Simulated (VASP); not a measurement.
**RbBr: single point with PBE**

Crystal: RbBr.

```
Rb Br
1.0
     2.89883   -3.07741    0.22492
     2.89883    3.07741    0.22492
    -0.43370    0.00000    4.10643
Rb Br
1 1
Direct
  0.50000 0.50000 0.00000
  0.00000 0.00000 0.50000
```

| Item | Value |
| --- | --- |
| Program | VASP 6.6.1 |
| Task | single point |
| Functional | PBE |
| Potentials or basis | VASP PAW PBE potentials, release 64 (Rb_sv, Br) |
| Cutoff | 500 eV |
| k mesh | 3 × 3 × 3 |
| Occupations | gaussian, width 0.15 eV |
| Spin | no spin polarisation |
| Dipole correction | no |
| Further INCAR settings | ALGO = Normal; EDIFF = 1e-06; NBANDS = 15 |

| Property | Result |
| --- | --- |
| Pressure | 0.2 GPa |
| Band gap on the k mesh | 3.91 eV, indirect (least direct gap 3.98 eV) |

Stress tensor (GPa, compression positive):
```
 0.21  0.00  0.14
 0.00 -0.30  0.00
 0.14  0.00  0.74
```

Levels at points of the mesh, in eV from the valence-band top:
| k point | band 4 | band 5 | band 6 | band 7 | band 8 | band 9 | band 10 | band 11 | band 12 | band 13 |
| --- | --- | --- | --- | --- | --- | --- | --- | --- | --- | --- |
| (0.00, 0.00, 0.00) | -9.19 | -9.18 | -0.20 | -0.17 | -0.07 | 3.91 | 5.60 | 5.67 | 9.55 | 9.70 |

It took 9.4 s on 1 thread of Intel(R) Xeon(R) Platinum 8488C (Sapphire Rapids), on a shared host, peak memory 0.17 GiB.

Caveat: the k points lie up to 0.51 Å⁻¹ apart. A k mesh can miss the band edges.
